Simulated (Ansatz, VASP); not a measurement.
# One calculation of NiO, two programs

```
CELL_PARAMETERS angstrom
0.00000 2.13374 2.13374
2.13374 0.00000 2.13374
2.13374 2.13374 0.00000
ATOMIC_POSITIONS crystal
Ni 0.00000 0.00000 0.00000
O 0.50000 0.50000 0.50000
```

Alike in both runs: functional PBE; k mesh 8 × 8 × 8; occupations gaussian, width 0.1 eV; collinear spin; Hubbard terms Ni d U = 6.2 eV.

Ansatz relaxed the structure, and its values are those at the end. VASP's run is a single point on that final structure, the one shown.

|  | VASP | Ansatz |
| --- | --- | --- |
| version | VASP 6.6.1 | Ansatz 0.2.0 |
| potentials or method | VASP PAW PBE potentials, release 64 (Ni_sv_GW, O), cutoff 700 eV | scalar-relativistic, plane waves, PAW |
| valence electrons in the cell | 24 | 24 |

```csv
,VASP,Ansatz,Ansatz less VASP
gap on the k mesh at the Fermi level (eV),2.00,1.94,-0.066
least direct gap on the mesh (eV),3.17,3.06,-0.114
pressure (GPa),-2.3,0.0,+2.30
net moment per atom (μB),1.00,1.00,0.000
size of the moment on the site where the two differ most (μB),1.80,1.74,-0.060
```

Site moments also hang on the region over which each program counts them. The programs project onto different local orbitals, so the same U acts differently, and such runs can settle in different states.
